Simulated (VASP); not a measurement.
# Si (Fd-3m) in VASP: notebook

Si is run at these levels: PBE; tasks: single point, relaxation of cell and atoms.

Everything below comes from runs of VASP 6.6.1. Logs are shortened: lines on timing, memory, paths and dates and some standing lists are left out, and cuts for length are marked.

### Step 1. The cell of the first run

Symmetry: Fd-3m, No. 227, cubic system. The conventional cell has a = 4.295 Å, b = 4.295 Å, c = 4.295 Å, α = 90.00°, β = 90.00°, γ = 90.00°. Si (site symmetry -43m) has 4 Si at 1.86 Å within 2.5 Å.

### Step 2. Single point, PBE

INCAR reads:

```
SYSTEM = Si
PREC = Accurate
ENCUT = 520
EDIFF = 1E-7
ISMEAR = -1
SIGMA = 0.05
LREAL = .False.
LASPH = .True.
NELM = 60
ALGO = Normal
ISIF = 2
LWAVE = .False.
LCHARG = .False.
GGA = PE
NBANDS = 11
```

KPOINTS reads:

```
regular mesh
0
Gamma
  15 15 15
  0 0 0
```

POSCAR reads:

```
Si
1.0
    0.0000000000      2.1473242006      2.1473242006
    2.1473242006      0.0000000000      2.1473242006
    2.1473242006      2.1473242006      0.0000000000
Si
2
Direct
   -0.1250000000     -0.1250000000     -0.1250000000
    0.1250000000      0.1250000000      0.1250000000
```

Potentials or basis: VASP PAW PBE potentials, release 64 (Si).

Started as:

```console
> cat potpaw_PBE.64/Si/POTCAR > POTCAR
> mpirun -np 1 vasp_std > vasp.out
```

OUTCAR:

```text
SYSTEM = Si
   PREC = Accurate
   ENCUT = 520
   EDIFF = 1E-7
   ISMEAR = -1
   LREAL = .False.
   LASPH = .True.
   NELM = 60
   ISIF = 2
   GGA = PE

 ion  position               nearest neighbor table
   1  0.875  0.875  0.875-   2 1.86   2 1.86   2 1.86   2 1.86
   2  0.125  0.125  0.125-   1 1.86   1 1.86   1 1.86   1 1.86

  LATTYP: Found a face centered cubic cell.
 ALAT       =     4.2946484012

  Lattice vectors:

 A1 = (   0.0000000000,   2.1473242006,   2.1473242006)
 A2 = (   2.1473242006,   0.0000000000,   2.1473242006)
 A3 = (   2.1473242006,   2.1473242006,   0.0000000000)

Analysis of symmetry for initial positions (statically):
=====================================================================
 Subroutine PRICEL returns:
 Original cell was already a primitive cell.

 Routine SETGRP: Setting up the symmetry group for a
 face centered cubic supercell.

 Subroutine GETGRP returns: Found 48 space group operations
 (whereof 12 operations were pure point group operations)
 out of a pool of 48 trial point group operations.

The static configuration has the point symmetry D_3d.
 The point group associated with its full space group is O_h .

Analysis of symmetry for dynamics (positions and initial velocities):
=====================================================================
 Subroutine PRICEL returns:
 Original cell was already a primitive cell.

 Routine SETGRP: Setting up the symmetry group for a
 face centered cubic supercell.

 Subroutine GETGRP returns: Found 48 space group operations
 (whereof 12 operations were pure point group operations)
 out of a pool of 48 trial point group operations.

The dynamic configuration has the point symmetry D_3d.
 The point group associated with its full space group is O_h .

 Subroutine INISYM returns: Found 48 space group operations
 (whereof 12 operations are pure point group operations),
 and found     1 'primitive' translations

----------------------------------------------------------------------------------------

                                     Primitive cell

  volume of cell :      19.8026

  direct lattice vectors                    reciprocal lattice vectors
     0.000000000  2.147324201  2.147324201    -0.232847932  0.232847932  0.232847932
     2.147324201  0.000000000  2.147324201     0.232847932 -0.232847932  0.232847932
     2.147324201  2.147324201  0.000000000     0.232847932  0.232847932 -0.232847932

  length of vectors
     3.036775007  3.036775007  3.036775007     0.403304449  0.403304449  0.403304449

  position of ions in fractional coordinates (direct lattice)
     0.875000000  0.875000000  0.875000000
     0.125000000  0.125000000  0.125000000

  ion indices of the primitive-cell ions
   primitive index   ion index
                 1           1
                 2           2

----------------------------------------------------------------------------------------

 KPOINTS: regular mesh

Automatic generation of k-mesh.
 Grid dimensions read from file:
 generate k-points for:   15   15   15

 Generating k-lattice:

  Cartesian coordinates                     Fractional coordinates (reciprocal lattice)
    -0.015523195  0.015523195  0.015523195     0.066666667  0.000000000  0.000000000
     0.015523195 -0.015523195  0.015523195     0.000000000  0.066666667  0.000000000
     0.015523195  0.015523195 -0.015523195     0.000000000  0.000000000  0.066666667

  Length of vectors
     0.026886963  0.026886963  0.026886963

  Shift w.r.t. Gamma in fractional coordinates (k-lattice)
     0.000000000  0.000000000  0.000000000

 Subroutine IBZKPT returns following result:
 ===========================================

 Found    120 irreducible k-points:

 Following reciprocal coordinates:
            Coordinates               Weight
  0.000000  0.000000  0.000000      1.000000
  0.066667  0.000000  0.000000      8.000000
  0.133333  0.000000  0.000000      8.000000
  0.200000  0.000000  0.000000      8.000000
  0.266667  0.000000  0.000000      8.000000
  0.333333  0.000000  0.000000      8.000000
[... 16 lines left out ...]
  0.133333  0.133333  0.000000      6.000000
  0.200000  0.133333  0.000000     24.000000
 [... further k-points ...]
   k-points           NKPTS =    120   k-points in BZ     NKDIM =    120   number of bands    NBANDS=     11
   number of dos      NEDOS =    301   number of ions     NIONS =      2
   total plane-waves  NPLWV =  13824
   dimension x,y,z NGX =    24 NGY =   24 NGZ =   24
   dimension x,y,z NGXF=    48 NGYF=   48 NGZF=   48
   ions per type =               2
   NGX,Y,Z   is equivalent  to a cutoff of  13.14, 13.14, 13.14 a.u.
   NGXF,Y,Z  is equivalent  to a cutoff of  26.28, 26.28, 26.28 a.u.
 SYSTEM =  Si
   PREC   = accura    normal or accurate (medium, high low for compatibility)
   ISTART =      0    job   : 0-new  1-cont  2-samecut
   ICHARG =      2    charge: 1-file 2-atom 10-const
   ISPIN  =      1    spin polarized calculation?
   LNONCOLLINEAR =      F non collinear calculations
   LSORBIT =      F    spin-orbit coupling
   LASPH  =      T    aspherical Exc in radial PAW
   ENCUT  =  520.0 eV  38.22 Ry    6.18 a.u.   5.65  5.65  5.65*2*pi/ulx,y,z
   NELM   =     60;   NELMIN=  2; NELMDL= -5     # of ELM steps
   EDIFF  = 0.1E-06   stopping-criterion for ELM
   LREAL  =      F    real-space projection
   EDIFFG = 0.1E-05   stopping-criterion for IOM
   NSW    =      0    number of steps for IOM
   IBRION =     -1    ionic relax: 0-MD 1-quasi-New 2-CG
   NFREE  =      0    steps in history (QN), initial steepest desc. (CG)
   ISIF   =      2    stress and relaxation
   ISYM   =      2    0-nonsym 1-usesym 2-fastsym
   POTIM  = 0.5000    time-step for ionic-motion
   TEBEG  =    0.0;   TEEND  =   0.0 temperature during run
   PSTRESS=    0.0 pullay stress
   NELECT =       8.0000    total number of electrons
   NUPDOWN=      -1.0000    fix difference up-down
   EMIN   =  10.00;   EMAX   =-10.00  energy-range for DOS
   EFERMI =   0.00;   METHOD = LEGACY
   ISMEAR =    -1;   SIGMA  =   0.05  broadening in eV -4-tet -1-fermi 0-gaus
   EFERMI_NEDOS =   21; number of points for ismear=-14 and -15
   IALGO  =     38    algorithm
   IMIX   =      4    mixing-type and parameters
     AMIX     =   0.40;   BMIX     =  1.00
     AMIX_MAG =   1.60;   BMIX_MAG =  1.00
  volume/ion in A,a.u.               =       9.90        66.82
  Fermi-wavevector in a.u.,A,eV,Ry     =   1.210219  2.286982 19.927493  1.464629
  Thomas-Fermi vector in A             =   2.345772
   LORBIT       =      0    0 simple, 1 ext, 2 COOP (PROOUT), +10 PAW based schemes
   GGA     = PE    functional components
   LHFCALC =     F    Hartree Fock is set to
   AEXX    =    0.0000 exact exchange contribution
   IVDW    =     0    specifies the selected vdW correction
   LEPSILON=     F    determine dielectric tensor
   LRPA    =     F    only Hartree local field effects (RPA)
 non-spin polarized calculation
  energy-cutoff  :      520.00
  volume of cell :       19.80
 maximum number of plane-waves:       547
   NGX = 11   NGY = 11   NGZ = 11

 number of electron       7.9999999 magnetization

 Free energy of the ion-electron system (eV)
  ---------------------------------------------------
  ext. energy  EPLUGINS =         0.00000000
  ---------------------------------------------------
  free energy    TOTEN  =        -1.19858375 eV

  energy without entropy =       -1.19419041  energy(sigma->0) =       -1.19638708

 E-fermi :  14.9311     XC(G=0): -12.4540

 val. band max:       14.9216684481   @ k =   0.2000   0.0667   0.0000
 cond. band min:      14.9425370928   @ k =  -0.4667   0.4667   0.0667
 fundamental gap:      0.0208686448
 Fermi energy:        14.9311062730

 k-point     1 :       0.0000    0.0000    0.0000
  band No.  band energies     occupation
      1      -2.7687      2.00000
      2      15.6480      0.00000
      3      15.6480      0.00000
      4      15.6480      0.00000
      5      18.1696      0.00000
      6      18.1696      0.00000
      7      18.1696      0.00000
      8      23.1669      0.00000
      9      23.1669      0.00000
     10      27.5598      0.00000
     11      27.6376      0.00000

 k-point     2 :       0.0667    0.0000    0.0000
  band No.  band energies     occupation
      1      -2.6669      2.00000
      2      14.7173      1.97260
      3      15.4501      0.00006
      4      15.4501      0.00006
      5      18.4676      0.00000
      6      18.4676      0.00000
      7      18.6569      0.00000
      8      22.8580      0.00000
      9      22.8580      0.00000
     10      27.4648      0.00000
     11      27.9544      0.00000

 k-point     3 :       0.1333    0.0000    0.0000
  band No.  band energies     occupation
      1      -2.3626      2.00000
      2      12.9396      2.00000
      3      15.0501      0.16938
      4      15.0501      0.16938
      5      19.0688      0.00000
      6      19.0688      0.00000
      7      19.2182      0.00000
      8      22.2950      0.00000
      9      22.2950      0.00000
     10      26.9459      0.00000
     11      28.9710      0.00000

 k-point     4 :       0.2000    0.0000    0.0000
  band No.  band energies     occupation
      1      -1.8583      2.00000
      2      10.9780      2.00000
      3      14.6596      1.99127
      4      14.6596      1.99127
      5      19.3444      0.00000
      6      19.3444      0.00000
      7      19.4847      0.00000
      8      22.2543      0.00000
      9      22.2543      0.00000
     10      26.2064      0.00000
     11      30.2597      0.00000

 k-point     5 :       0.2667    0.0000    0.0000
  band No.  band energies     occupation
      1      -1.1591      2.00000
      2       9.0214      2.00000
      3      14.3526      1.99998
      4      14.3526      1.99998
      5      18.9724      0.00000
      6      18.9724      0.00000
      7      19.5724      0.00000
      8      23.1553      0.00000
      9      23.1553      0.00000
     10      25.4204      0.00000
     11      31.6530      0.00000
[... 211 lines left out ...]
 k-point    21 :      -0.1333    0.0667    0.0000
  band No.  band energies     occupation
      1      -2.1266      2.00000
      2      12.3378      2.00000
      3      13.7344      2.00000
      4      15.4559      0.00006
      5      18.8140      0.00000
      6      19.5142      0.00000
      7      19.9032      0.00000
      8      21.3302      0.00000
      9      22.6013      0.00000
     10      27.3459      0.00000
     11      29.5906      0.00000

 k-point    22 :      -0.0667    0.0667    0.0000
  band No.  band energies     occupation
      1      -2.4977      2.00000
      2      14.0670      2.00000
      3      14.3181      1.99999
      4      15.6489      0.00000
      5      18.4136      0.00000
      6      18.9803      0.00000
      7      19.3862      0.00000
      8      22.0308      0.00000
      9      22.8512      0.00000
     10      27.5312      0.00000
     11      28.5363      0.00000

 k-point    23 :       0.1333    0.1333    0.0000
  band No.  band energies     occupation
      1      -2.2272      2.00000
      2      13.8352      2.00000
      3      13.8352      2.00000
      4      14.4995      1.99964
      5      17.1220      0.00000
      6      20.1275      0.00000
      7      20.6034      0.00000
      8      20.6034      0.00000
      9      23.7250      0.00000
     10      28.6876      0.00000
     11      29.4770      0.00000

 k-point    24 :       0.2000    0.1333    0.0000
  band No.  band energies     occupation
      1      -1.8569      2.00000
      2      12.4302      2.00000
      3      13.3400      2.00000
      4      14.2811      2.00000
      5      17.1001      0.00000
      6      19.1992      0.00000
      7      21.3088      0.00000
      8      21.3170      0.00000
      9      23.9214      0.00000
     10      28.6949      0.00000
     11      30.4745      0.00000

 [... further k-points ...]
[... 5 lines left out ...]
  --------------------------------------------------------------------------------------
  -------------------------------------------------------------------------------------
  Total       32.1367755     32.1367755     32.1367755     -0.0000000     -0.0000000     -0.0000000
  in kB     2600.0998732   2600.0998732   2600.0998732     -0.0000000     -0.0000000     -0.0000000
  external PRESSURE =    2600.0998732 kB  Pullay stress =       0.0000000 kB

 VOLUME and BASIS-vectors are now :
 -----------------------------------------------------------------------------
  energy-cutoff  :      520.00
  volume of cell :       19.80
      direct lattice vectors                 reciprocal lattice vectors
     0.000000000  2.147324201  2.147324201    -0.232847932  0.232847932  0.232847932
     2.147324201  0.000000000  2.147324201     0.232847932 -0.232847932  0.232847932
     2.147324201  2.147324201  0.000000000     0.232847932  0.232847932 -0.232847932

 POSITION                                       TOTAL-FORCE (eV/Angst)
 -----------------------------------------------------------------------------------
      3.75782      3.75782      3.75782        -0.000000      0.000000     -0.000000
      0.53683      0.53683      0.53683         0.000000     -0.000000      0.000000
 -----------------------------------------------------------------------------------
    total drift:                                0.000000      0.000000     -0.000000

  FREE ENERGIE OF THE ION-ELECTRON SYSTEM (eV)
  ---------------------------------------------------
  free  energy   TOTEN  =        -1.1985837508 eV

  energy  without entropy=       -1.1941904127  energy(sigma->0) =       -1.19638708
```

Wall time 53 s (1 thread of AMD EPYC 7R13, shared host); peak memory 0.11 GiB.

Results:

```
Free energy            : -1.1986 eV
Pressure               : 260.0 GPa
Band gap on the k mesh : zero (band 4 reaches 15.65 eV, above the bottom of band 5 at 14.05 eV)
```

### Step 3. Single point, PBE

Changes to INCAR since step 2:

```diff
@@ -3,3 +3,3 @@
 ENCUT = 520
-EDIFF = 1E-7
+EDIFF = 1E-6
 ISMEAR = -1
@@ -8,3 +8,3 @@
 LASPH = .True.
-NELM = 60
+NELM = 80
 ALGO = Normal
```

KPOINTS reads:

```
Automatic mesh
0
Gamma
  15 15 15
  0 0 0
```

POSCAR reads:

```
Si
1.0
    0.0000000000      2.1465742340      2.1465742340
    2.1465742340      0.0000000000      2.1465742340
    2.1465742340      2.1465742340      0.0000000000
Si
2
Direct
   -0.1250000000     -0.1250000000     -0.1250000000
    0.1250000000      0.1250000000      0.1250000000
```

Potentials or basis: VASP PAW PBE potentials, release 64 (Si).

Started as:

```console
> cat potpaw_PBE.64/Si/POTCAR > POTCAR
> mpirun -np 1 vasp_std > vasp.out
```

It took 42 s on 1 thread of AMD EPYC 7R13, shared host; peak memory 0.11 GiB.

Results (log left out):

| Property | Result |
| --- | --- |
| Free energy | -1.1649 eV |
| Pressure | 260.8 GPa |
| Band gap on the k mesh | zero (band 4 reaches 15.67 eV, above the bottom of band 5 at 14.06 eV) |

Levels at points of the mesh, in eV from the Fermi level:
| k point | band 1 | band 2 | band 3 | band 4 | band 5 | band 6 | band 7 | band 8 | band 9 |
| --- | --- | --- | --- | --- | --- | --- | --- | --- | --- |
| (0.00, 0.00, 0.00) | -17.71 | 0.72 | 0.72 | 0.72 | 3.24 | 3.24 | 3.24 | 8.24 | 8.24 |

[end of part 1 of 2]
